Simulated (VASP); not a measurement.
Input of a VASP 6.6.1 run:

The input INCAR:

```
ALGO     = Normal         # electronic algorithm
DIPOL    = 0.5 0.5 0.321
EDIFF    = 1E-6           # SCF threshold, eV
ENCUT    = 520            # plane-wave cutoff, eV
GGA      = PE             # functional
IDIPOL   = 3            
ISIF     = 2              # what is computed and relaxed
ISMEAR   = 0              # smearing method
LASPH    = True           # aspherical terms in the spheres
LCHARG   = False          # write CHGCAR
LDIPOL   = True         
LREAL    = False          # projectors in reciprocal space
LWAVE    = False          # write WAVECAR
NBANDS   = 33             # bands
NELM     = 60             # most SCF steps
PREC     = Accurate       # precision mode
SIGMA    = 0.1            # smearing width, eV
```

The input KPOINTS:

```
k-points
0
Gamma
  5 5 1
```

File POSCAR:

```
Al12O
1.0
    5.7135165838      0.0000000000      0.0000000000
    0.0000000000      5.7135165838      0.0000000000
    0.0000000000      0.0000000000     19.6746954361
Al O
12 1
Direct
    0.2500000000      0.2500000000      0.2033068320
    0.2500000000      0.7500000000      0.2033068320
    0.7500000000      0.2500000000      0.2033068320
    0.7500000000      0.7500000000      0.2033068320
    0.0000000000      0.0000000000      0.3092728611
    0.0000000000      0.5000000000      0.3092728611
    0.5000000000      0.0000000000      0.3092728611
    0.5000000000      0.5000000000      0.3092728611
    0.2500000000      0.2500000000      0.4154928580
    0.2500000000      0.7500000000      0.4154928580
    0.7500000000      0.2500000000      0.4154928580
    0.7500000000      0.7500000000      0.4154928580
    0.3333333333      0.5000000000      0.4638666335
```

Potentials or basis: VASP PAW PBE potentials, release 64 (Al, O).

Run with:

```console
$ cat potpaw_PBE.64/Al/POTCAR potpaw_PBE.64/O/POTCAR > POTCAR
$ mpirun -np 1 vasp_std > vasp.out
```

Predict the band gap on the k mesh.

zero (band 21 reaches -0.03 eV, above the bottom of band 22 at -0.89 eV).

What does it give for the largest force?

0.379 eV/Å.

Forces on the atoms (eV/Å):
```
Al   0.005 -0.018  0.048
Al   0.005  0.018  0.048
Al  -0.001  0.024  0.054
Al  -0.001 -0.024  0.054
Al  -0.113  0.000 -0.114
Al   0.011  0.000 -0.128
Al   0.129  0.000  0.085
Al   0.134  0.000 -0.246
Al  -0.115 -0.090  0.274
Al  -0.115  0.090  0.274
Al   0.220 -0.184 -0.185
Al   0.220  0.184 -0.185
O   -0.378  0.000  0.022
```
